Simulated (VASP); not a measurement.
# TaAs (I4_1md) in VASP: further runs

TaAs is run at these levels: PBE; tasks: relaxation of shape and atoms at fixed volume, single point.

Program: VASP 6.6.1. These are calculated values, not measurements. Logs are shortened: lines on timing, memory, paths and dates and some standing lists are left out, and cuts for length are marked.

### Step 1. The cell of the first run

Symmetry: I4_1md, No. 109, tetragonal system. The conventional cell has a = 3.486 Å, b = 3.486 Å, c = 11.814 Å, α = 90.00°, β = 90.00°, γ = 90.00°. Ta (site symmetry 2mm) has 6 As at 2.64 to 2.65 Å and 8 Ta at 3.43 to 3.49 Å within 3.5 Å. As (site symmetry 2mm) has 6 Ta at 2.64 to 2.65 Å and 8 As at 3.43 to 3.49 Å within 3.5 Å.

### Step 2. Relaxation of shape and atoms at fixed volume, PBE (17.94 Å³/atom)

INCAR reads:

```
PREC     = Accurate       # precision mode
ENCUT    = 500            # plane-wave cutoff, eV
EDIFF    = 1E-7           # SCF threshold, eV
ISMEAR   = 0              # smearing method
SIGMA    = 0.05           # smearing width, eV
LREAL    = F              # projectors in reciprocal space
LASPH    = T              # aspherical terms in the spheres
NELM     = 120            # most SCF steps
ALGO     = Normal         # electronic algorithm
ISIF     = 4              # what is computed and relaxed
LWAVE    = F              # write WAVECAR
LCHARG   = F              # write CHGCAR
GGA      = PE             # functional
IBRION   = 2              # ionic algorithm
NSW      = 60             # ionic steps
EDIFFG   = -0.01          # ionic threshold
GGA_COMPAT= F            
NELMIN   = 4
```

KPOINTS reads:

```
regular mesh
0
Gamma
  16 16 16
```

POSCAR reads:

```
TaAs
1.0
   -1.7428190415      1.7428190415      5.9069533632
    1.7428190415     -1.7428190415      5.9069533632
    1.7428190415      1.7428190415     -5.9069533632
Ta As
2 2
Direct
    0.5001693557      1.0001693557      0.5000000000
    0.7501693557      0.7501693557      0.0000000000
    0.0824300643      0.5824300643      0.5000000000
    0.3324300643      0.3324300643      0.0000000000
```

Potentials or basis: VASP PAW PBE potentials, release 64 (Ta_pv, As).

Run with:

```
$ cat potpaw_PBE.64/Ta_pv/POTCAR potpaw_PBE.64/As/POTCAR > POTCAR
$ mpirun -np 1 vasp_std > vasp.out
```

OUTCAR:

```text
PREC = Accurate
   ENCUT = 500
   EDIFF = 1E-7
   ISMEAR = 0
   LREAL = F
   LASPH = T
   NELM = 120
   ISIF = 4
   GGA = PE
   IBRION = 2
   NSW = 60
   EDIFFG = -0.01
   NELMIN = 4

 ion  position               nearest neighbor table
   1  0.500  0.000  0.500-   4 2.64   4 2.64   3 2.65   3 2.65   3 2.65   3 2.65   2 3.43   2 3.43
                             2 3.43   2 3.43
   2  0.750  0.750  0.000-   3 2.64   3 2.64   4 2.65   4 2.65   4 2.65   4 2.65   1 3.43   1 3.43
                             1 3.43   1 3.43
   3  0.082  0.582  0.500-   2 2.64   2 2.64   1 2.65   1 2.65   1 2.65   1 2.65
   4  0.332  0.332  0.000-   1 2.64   1 2.64   2 2.65   2 2.65   2 2.65   2 2.65

  LATTYP: Found a body centered tetragonal cell.
 ALAT       =     3.4856380830
 C/A-ratio  =     3.3893096314

  Lattice vectors:

 A1 = (  -1.7428190415,   1.7428190415,   5.9069533632)
 A2 = (   1.7428190415,  -1.7428190415,   5.9069533632)
 A3 = (   1.7428190415,   1.7428190415,  -5.9069533632)

Analysis of symmetry for initial positions (statically):
=====================================================================
 Subroutine PRICEL returns:
 Original cell was already a primitive cell.

 Routine SETGRP: Setting up the symmetry group for a
 body centered tetragonal supercell.

 Subroutine GETGRP returns: Found  8 space group operations
 (whereof  4 operations were pure point group operations)
 out of a pool of 16 trial point group operations.

The static configuration has the point symmetry C_2v.
 The point group associated with its full space group is C_4v.

Analysis of symmetry for dynamics (positions and initial velocities):
=====================================================================
 Subroutine PRICEL returns:
 Original cell was already a primitive cell.

 Routine SETGRP: Setting up the symmetry group for a
 body centered tetragonal supercell.

 Subroutine GETGRP returns: Found  8 space group operations
 (whereof  4 operations were pure point group operations)
 out of a pool of 16 trial point group operations.

The dynamic configuration has the point symmetry C_2v.
 The point group associated with its full space group is C_4v.

 Subroutine INISYM returns: Found  8 space group operations
 (whereof  4 operations are pure point group operations),
 and found     1 'primitive' translations

----------------------------------------------------------------------------------------

                                     Primitive cell

  volume of cell :      71.7676

  direct lattice vectors                    reciprocal lattice vectors
    -1.742819041  1.742819041  5.906953363     0.000000000  0.286891518  0.084646004
     1.742819041 -1.742819041  5.906953363     0.286891518  0.000000000  0.084646004
     1.742819041  1.742819041 -5.906953363     0.286891518  0.286891518  0.000000000

  length of vectors
     6.400541732  6.400541732  6.400541732     0.299118186  0.299118186  0.405725875

  position of ions in fractional coordinates (direct lattice)
     0.500169356  0.000169356  0.500000000
     0.750169356  0.750169356  0.000000000
     0.082430064  0.582430064  0.500000000
     0.332430064  0.332430064  0.000000000

  ion indices of the primitive-cell ions
   primitive index   ion index
                 1           1
                 2           2
                 3           3
                 4           4

----------------------------------------------------------------------------------------

 KPOINTS: regular mesh

Automatic generation of k-mesh.
 Grid dimensions read from file:
 generate k-points for:   16   16   16

 Generating k-lattice:

  Cartesian coordinates                     Fractional coordinates (reciprocal lattice)
     0.000000000  0.017930720  0.005290375     0.062500000 -0.000000000  0.000000000
     0.017930720  0.000000000  0.005290375    -0.000000000  0.062500000  0.000000000
     0.017930720  0.017930720  0.000000000     0.000000000  0.000000000  0.062500000

  Length of vectors
     0.018694887  0.018694887  0.025357867

  Shift w.r.t. Gamma in fractional coordinates (k-lattice)
     0.000000000  0.000000000  0.000000000

 Subroutine IBZKPT returns following result:
 ===========================================

 Found    349 irreducible k-points:

 Following reciprocal coordinates:
            Coordinates               Weight
  0.000000  0.000000  0.000000      1.000000
  0.062500  0.000000  0.000000      8.000000
  0.125000  0.000000  0.000000      8.000000
  0.187500  0.000000  0.000000      8.000000
  0.250000  0.000000  0.000000      8.000000
  0.312500 -0.000000  0.000000      8.000000
[... 16 lines left out ...]
 -0.125000  0.062500  0.000000     16.000000
 -0.062500  0.062500  0.000000      4.000000
 [... further k-points ...]
   k-points           NKPTS =    349   k-points in BZ     NKDIM =    349   number of bands    NBANDS=     20
   number of dos      NEDOS =    301   number of ions     NIONS =      4
[... 58 lines left out ...]

 Free energy of the ion-electron system (eV)
  ---------------------------------------------------
  ext. energy  EPLUGINS =         0.00000000
  ---------------------------------------------------
  free energy    TOTEN  =       -35.10542422 eV

  energy without entropy =      -35.10491843  energy(sigma->0) =      -35.10517132

------------------------ aborting loop because EDIFF is reached ----------------------------------------

  FORCE on cell =-STRESS in cart. coord.  units (eV):
  Direction    XX          YY          ZZ          XY          YZ          ZX
  --------------------------------------------------------------------------------------
  -------------------------------------------------------------------------------------
  Total       -1.3888106     -1.3888106     -1.2310291      0.0000000      0.0000000      0.0000000
  in kB      -31.0045543    -31.0045543    -27.4821540      0.0000000      0.0000000      0.0000000
  external PRESSURE =     -29.8304208 kB  Pullay stress =       0.0000000 kB

 VOLUME and BASIS-vectors are now :
 -----------------------------------------------------------------------------
  energy-cutoff  :      500.00
  volume of cell :       71.77
      direct lattice vectors                 reciprocal lattice vectors
    -1.742819041  1.742819041  5.906953363     0.000000000  0.286891518  0.084646004
     1.742819041 -1.742819041  5.906953363     0.286891518  0.000000000  0.084646004
     1.742819041  1.742819041 -5.906953363     0.286891518  0.286891518  0.000000000
[... 115 lines left out ...]
 POSITION                                       TOTAL-FORCE (eV/Angst)
 -----------------------------------------------------------------------------------
      0.00000      1.74134      0.00148        -0.000000      0.000000     -0.012269
      1.74134      1.74134      2.95997         0.000000     -0.000000     -0.012269
      1.74134     -0.00000      0.97600         0.000000      0.000000      0.012269
      0.00000      0.00000      3.93449        -0.000000     -0.000000      0.012269
 -----------------------------------------------------------------------------------
    total drift:                                0.000000      0.000000     -0.001151

  FREE ENERGIE OF THE ION-ELECTRON SYSTEM (eV)
  ---------------------------------------------------
  free  energy   TOTEN  =       -35.1055688441 eV

  energy  without entropy=      -35.1050723270  energy(sigma->0) =      -35.10532059

--------------------------------------- Ionic step        5  -------------------------------------------

 number of electron      32.0000000 magnetization

 Free energy of the ion-electron system (eV)
  ---------------------------------------------------
  ext. energy  EPLUGINS =         0.00000000
  ---------------------------------------------------
  free energy    TOTEN  =       -35.10558290 eV

  energy without entropy =      -35.10508678  energy(sigma->0) =      -35.10533484

 E-fermi :   6.6900     XC(G=0): -11.7597

 val. band max:        6.6860140408   @ k =  -0.2500   0.2500   0.2500
 cond. band min:       6.6929930782   @ k =  -0.3125   0.4375   0.3125
 fundamental gap:      0.0069790375
 Fermi energy:         6.6900388463

 k-point     1 :       0.0000    0.0000    0.0000
  band No.  band energies     occupation
      1     -28.3601      2.00000
      2     -28.3393      2.00000
      3     -28.3393      2.00000
      4     -28.1997      2.00000
      5     -28.1997      2.00000
      6     -28.1507      2.00000
[... 12 lines left out ...]
     19       8.9269      0.00000
     20       9.6345      0.00000
[... 507 lines left out ...]
 k-point    24 :      -0.0625    0.0625    0.0000
  band No.  band energies     occupation
      1     -28.3598      2.00000
      2     -28.3446      2.00000
      3     -28.3410      2.00000
      4     -28.2049      2.00000
      5     -28.2037      2.00000
      6     -28.1507      2.00000
[... 12 lines left out ...]
     19       9.0216      0.00000
     20       9.3930      0.00000

 [... further k-points ...]
[... 5 lines left out ...]
  --------------------------------------------------------------------------------------
  -------------------------------------------------------------------------------------
  Total       -1.3174186     -1.3174186     -1.3123329      0.0000000      0.0000000      0.0000000
  in kB      -29.4107600    -29.4107600    -29.2972251      0.0000000      0.0000000      0.0000000
  external PRESSURE =     -29.3729150 kB  Pullay stress =       0.0000000 kB

 VOLUME and BASIS-vectors are now :
 -----------------------------------------------------------------------------
  energy-cutoff  :      500.00
  volume of cell :       71.77
      direct lattice vectors                 reciprocal lattice vectors
    -1.741283825  1.741283825  5.917373778     0.000000000  0.287144458  0.084496944
     1.741283825 -1.741283825  5.917373778     0.287144458  0.000000000  0.084496944
     1.741283825  1.741283825 -5.917373778     0.287144458  0.287144458  0.000000000

 POSITION                                       TOTAL-FORCE (eV/Angst)
 -----------------------------------------------------------------------------------
      0.00000      1.74128      0.00079        -0.000000      0.000000      0.002064
      0.00000      0.00000      8.87685         0.000000     -0.000000      0.002064
      1.74128      0.00000      0.97675         0.000000     -0.000000     -0.002064
      1.74128      1.74128     -1.98194        -0.000000      0.000000     -0.002064
 -----------------------------------------------------------------------------------
    total drift:                                0.000000      0.000000     -0.001140

  FREE ENERGIE OF THE ION-ELECTRON SYSTEM (eV)
  ---------------------------------------------------
  free  energy   TOTEN  =       -35.1055828953 eV

  energy  without entropy=      -35.1050867763  energy(sigma->0) =      -35.10533484

 reached required accuracy - stopping structural energy minimisation
```

Run time: 62 min. Hardware: 1 thread of Oxide Virtual Turin-like, shared host; peak memory 0.64 GiB.

Results:

```yaml
Free_energy: -35.1056 eV
Energy_gained_by_relaxing: 0.0 meV/atom
Ionic_steps: 5
Pressure_after_relaxing: -2.9 GPa
Band_gap_on_the_k_mesh: zero (bands 16 and 17 overlap by 0.07 eV)
```

Forces in eV/Å, atoms in the order of the input:
```
Ta   0.000  0.000  0.002
Ta   0.000  0.000  0.002
As   0.000  0.000 -0.002
As   0.000  0.000 -0.002
```

The path:
```tsv
step	energy change (eV)	largest force (eV/Å)	pressure (GPa)	volume (Å³)
1	0.0000	0.0081	-2.98	71.77
2	-0.0001	0.0112	-2.95	71.77
3	-0.0001	0.0121	-2.94	71.77
4	-0.0001	0.0123	-2.94	71.77
5	-0.0002	0.0021	-2.94	71.77
```

Final structure:
```
Ta As
1.0
    -1.74128    1.74128    5.91737
     1.74128   -1.74128    5.91737
     1.74128    1.74128   -5.91737
Ta As
2 2
Cartesian
  0.0000 1.7413 0.0008
  0.0000 0.0000 8.8769
  1.7413 0.0000 0.9768
  1.7413 1.7413 -1.9819
```

Caveat: spin-orbit coupling is left out, which moves the levels of the heavy elements.

### Step 3. Relaxation of shape and atoms at fixed volume, PBE (18.29 Å³/atom)

This run uses another cell than the first one, of 18.29 Å³/atom.

INCAR reads:

```
SYSTEM = TaAs
PREC = Accurate
ENCUT = 500
EDIFF = 1E-7
ISMEAR = 0
SIGMA = 0.05
LREAL = .FALSE.
LASPH = .TRUE.
NELM = 120
ALGO = Normal
ISIF = 4
LWAVE = .FALSE.
LCHARG = .FALSE.
GGA = PE
IBRION = 2
NSW = 60
EDIFFG = -0.01
GGA_COMPAT = .FALSE.
NELMIN = 4
```

KPOINTS reads:

```
Automatic mesh
0
G
  16 16 16
  0 0 0
```

POSCAR reads:

```
TaAs
1.0
   -1.7522039201      1.7522039201      5.9584322669
    1.7522039201     -1.7522039201      5.9584322669
    1.7522039201      1.7522039201     -5.9584322669
Ta As
2 2
Direct
    0.5000507318      1.0000507318      0.5000000000
    0.7500507318      0.7500507318      0.0000000000
    0.0825486882      0.5825486882      0.5000000000
    0.3325486882      0.3325486882      0.0000000000
```

Potentials or basis: VASP PAW PBE potentials, release 64 (Ta_pv, As).

Run with:

```
$ cat potpaw_PBE.64/Ta_pv/POTCAR potpaw_PBE.64/As/POTCAR > POTCAR
$ mpirun -np 1 vasp_std > vasp.out
```

It took 58 min on 1 thread of Oxide Virtual Turin-like, shared host; peak memory 0.65 GiB.

It converged, with:

- Free energy: -35.0666 eV
- Energy gained by relaxing: 0.0 meV/atom
- Ionic steps: 5
- Pressure after relaxing: -5.9 GPa
- Band gap on the k mesh: zero (bands 16 and 17 overlap by 0.06 eV)

Step by step:
```csv
step,energy change (eV),largest force (eV/Å),pressure (GPa),volume (Å³)
1,0.0000,0.0065,-5.99,73.17
2,-0.0001,0.0107,-5.96,73.17
3,-0.0001,0.0118,-5.95,73.17
4,-0.0001,0.0120,-5.95,73.17
5,-0.0002,0.0009,-5.94,73.17
```

Final structure:
```
CELL_PARAMETERS angstrom
-1.75062 1.75062 5.96921
1.75062 -1.75062 5.96921
1.75062 1.75062 -5.96921
ATOMIC_POSITIONS crystal
Ta 0.49996 0.99996 0.50000
Ta 0.74996 0.74996 0.00000
As 0.08264 0.58264 0.50000
As 0.33264 0.33264 0.00000
```

Levels at points of the mesh, in eV from the Fermi level:
```
           k point  band 12  band 13  band 14  band 15  band 16  band 17  band 18  band 19  band 20
(0.00, 0.00, 0.00)    -2.41    -2.21    -1.84    -1.60    -1.60     0.84     1.45     2.16     2.87
(0.50, 0.00, 0.00)    -3.28    -2.35    -2.27    -1.49    -0.30     0.11     1.28     2.07     2.27
(0.50, 0.50, 0.00)    -4.89    -3.12    -3.12    -1.10    -1.10     2.59     2.59     2.83     2.83
(0.50, 0.50, 0.50)    -2.77    -2.62    -2.62    -0.97    -0.97     1.13     1.13     2.11     2.11
```

Caveat: spin-orbit coupling is left out, which moves the levels of the heavy elements.

### Step 4. Single point, PBE, collinear spin

This run uses another cell than the first one, of 17.59 Å³/atom.

INCAR reads:

```
SYSTEM = TaAs
PREC = Accurate
ENCUT = 500
EDIFF = 1E-6
ISMEAR = 0
SIGMA = 0.05
LREAL = .False.
LASPH = .True.
NELM = 200
ALGO = Normal
ISIF = 2
LWAVE = .False.
LCHARG = .False.
ISPIN = 2
MAGMOM = 1 1 0 0
LORBIT = 11
LMAXMIX = 4
GGA = PE
NBANDS = 28
GGA_COMPAT = .False.
KPAR = 4
```

KPOINTS reads:

```
regular mesh
0
Gamma
  16 16 16
  0 0 0
```

POSCAR reads:

```
TaAs
1.0
   -1.7313527948      1.7313527948      5.8680907028
    1.7313527948     -1.7313527948      5.8680907028
    1.7313527948      1.7313527948     -5.8680907028
Ta As
2 2
Direct
    0.5001693557      1.0001693557      0.5000000000
    0.7501693557      0.7501693557      0.0000000000
    0.0824300643      0.5824300643      0.5000000000
    0.3324300643      0.3324300643      0.0000000000
```

Run with:

```
$ cat potpaw_PBE.64/Ta_pv/POTCAR potpaw_PBE.64/As/POTCAR > POTCAR
$ mpirun -np 4 vasp_std > vasp.out
```

Run time: 25 min. Hardware: 4 MPI ranks of Oxide Virtual Turin-like, shared host; peak memory 1.1 GiB.

The run converged. Its results:

| Quantity | Value |
| --- | --- |
| Free energy | -35.1166 eV |
| Pressure | 0.4 GPa |
| Band gap on the k mesh | zero (filled and empty bands overlap) |
| Net moment | 0.00 μB per cell |
| Valence electrons inside the program's atomic spheres | Ta 8.81; As 2.93 |

Forces on the atoms (eV/Å):
```
Ta   0.000  0.000  0.002
Ta   0.000  0.000  0.002
As   0.000  0.000 -0.002
As   0.000  0.000 -0.002
```

Stress tensor (GPa, compression positive):
```
0.46 0.00 0.00
0.00 0.46 0.00
0.00 0.00 0.34
```

Levels at points of the mesh, in eV from the Fermi level:
Spin up:
```csv
k point,band 12,band 13,band 14,band 15,band 16,band 17,band 18,band 19,band 20,band 21
"(0.00, 0.00, 0.00)",-2.47,-2.32,-1.91,-1.64,-1.64,0.87,1.53,2.31,3.02,3.02
"(0.50, 0.00, 0.00)",-3.42,-2.44,-2.30,-1.54,-0.26,0.11,1.35,2.22,2.40,2.98
"(0.50, 0.50, 0.00)",-5.04,-3.17,-3.17,-1.13,-1.13,2.73,2.73,3.01,3.01,3.73
"(0.50, 0.50, 0.50)",-2.87,-2.76,-2.76,-0.96,-0.96,1.18,1.18,2.26,2.26,3.02
```
Spin down:
| k point | band 12 | band 13 | band 14 | band 15 | band 16 | band 17 | band 18 | band 19 | band 20 | band 21 |
| --- | --- | --- | --- | --- | --- | --- | --- | --- | --- | --- |
| (0.00, 0.00, 0.00) | -2.47 | -2.32 | -1.91 | -1.64 | -1.64 | 0.87 | 1.53 | 2.31 | 3.02 | 3.02 |
| (0.50, 0.00, 0.00) | -3.42 | -2.44 | -2.30 | -1.54 | -0.26 | 0.11 | 1.35 | 2.22 | 2.40 | 2.98 |
| (0.50, 0.50, 0.00) | -5.04 | -3.17 | -3.17 | -1.13 | -1.13 | 2.73 | 2.73 | 3.01 | 3.01 | 3.73 |
| (0.50, 0.50, 0.50) | -2.87 | -2.76 | -2.76 | -0.96 | -0.96 | 1.18 | 1.18 | 2.26 | 2.26 | 3.02 |

Caveat: spin-orbit coupling is left out, which moves the levels of the heavy elements.

### Step 5. Summary

| task | spin | cell | gap on the mesh (eV) | pressure (GPa) |
| --- | --- | --- | --- | --- |
| relaxation of shape and atoms at fixed volume | off | relaxed from a = 6.401 Å, angles 148.4, 148.4, 45.3°, 4 atoms, atomic positions A | none | -2.9 |
| relaxation of shape and atoms at fixed volume | off | relaxed from a = 6.453 Å, angles 148.5, 148.5, 45.2°, 4 atoms, atomic positions B | none | -5.9 |
| single point | collinear | a = 6.358 Å, angles 148.4, 148.4, 45.3°, 4 atoms, atomic positions A | none | 0.4 |

Alike in all rows: level PBE; potentials or basis VASP PAW PBE potentials, release 64 (Ta_pv, As); k mesh 16 × 16 × 16; cutoff (eV) 500; smearing gaussian 0.05 eV.

Caveats: spin-orbit coupling is left out, which moves the levels of the heavy elements.

Total energies depend on the potentials used, so only differences within one code and one set of settings carry meaning.
